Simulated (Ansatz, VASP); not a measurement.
PtSe2: VASP beside Ansatz

```xyz
6
Lattice="0.0000 3.8873 3.8873 3.8873 0.0000 3.8873 3.8873 3.8873 0.0000" Properties=species:S:1:pos:R:3 pbc="T T T"
Pt    3.8873    3.8873    3.8873
Pt    5.8310    5.8310    5.8310
Se    0.9718    0.9718    0.9718
Se    0.9718    2.9155    2.9155
Se    2.9155    2.9155    0.9718
Se    2.9155    0.9718    2.9155
```

Alike in both runs: task relaxation of cell and atoms; functional PBE; k mesh 8 × 8 × 8; occupations gaussian, width 0.1 eV; no spin polarisation.

```csv
,VASP,Ansatz
version,VASP 6.6.1,Ansatz 0.2.0
potentials or method,"VASP PAW PBE potentials, release 64 (Pt, Se), cutoff 600 eV","scalar-relativistic, plane waves, PAW"
valence electrons in the cell,44,100
```

|  | VASP | Ansatz | Ansatz less VASP |
| --- | --- | --- | --- |
| gap on the k mesh at the Fermi level, each at its own relaxed structure (eV) | none | none | - |
| relaxed volume (Å³/atom) | 19.58 | 19.60 | +0.020 |
| relaxed cell length with the largest relative difference (Å) | 5.498 | 5.499 | +0.0018 |

A gap of «none» marks a metal or a gap that the smearing closes. VASP's potentials hold 44 valence electrons a cell and Ansatz's 100, so a difference there can come from the potentials and not from the codes.

Spin-orbit coupling is off throughout. Noted on VASP's run: the relaxation stopped at its first step, so nothing moved.
